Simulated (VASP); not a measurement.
The system is Y2Mo.

```
Y Mo
1.0
     5.17608    0.00000    0.00000
    -2.58804    4.48261    0.00000
     0.00000    0.00000    3.03768
Y Mo
2 1
Direct
  0.33333 0.66667 0.50000
  0.66667 0.33333 0.50000
  0.00000 0.00000 0.00000
```

| Item | Value |
| --- | --- |
| Program | VASP 6.6.1 |
| Task | relaxation of cell and atoms |
| Functional | PBE |
| Dispersion | D4 |
| Potentials or basis | VASP PAW PBE potentials, release 64 (Y_sv, Mo_sv) |
| Cutoff | 600 eV |
| k mesh | 12 × 12 × 16 |
| Occupations | gaussian, width 0.1 eV |
| Spin | no spin polarisation |

At the start: pressure -2.5 GPa; volume 23.49 Å³/atom.

How do energy, volume and symmetry change on relaxing?

Over 8 steps the energy falls by 6.2 meV/atom and the volume is 22.73 Å³/atom (-3.3 %); space group P6/mmm (No. 191, to 0.1 Å) before and after.

The path:
```
step  energy change (eV)  largest force (eV/Å)  pressure (GPa)  volume (Å³)
   1              0.0000                0.0000           -2.48        70.48
   2             -0.0121                0.0000            1.61        66.84
   3             -0.0186                0.0000            0.02        68.15
   4             -0.0186                0.0000           -0.04        68.20
   5             -0.0187                0.0000           -0.05        68.19
   6             -0.0187                0.0000           -0.05        68.19
   7             -0.0187                0.0000           -0.05        68.19
   8             -0.0187                0.0000           -0.05        68.19
```

Final structure:
```cif
data_structure
_symmetry_space_group_name_H-M 'P 1'
_symmetry_Int_Tables_number 1
_cell_length_a 5.1262
_cell_length_b 5.1262
_cell_length_c 2.9963
_cell_angle_alpha 90.000
_cell_angle_beta 90.000
_cell_angle_gamma 120.000
_cell_volume 68.19
loop_
_atom_site_label
_atom_site_type_symbol
_atom_site_fract_x
_atom_site_fract_y
_atom_site_fract_z
_atom_site_occupancy
Y1 Y 0.33333 0.66667 0.50000 1
Y2 Y 0.66667 0.33333 0.50000 1
Mo1 Mo 0.00000 0.00000 0.00000 1
```
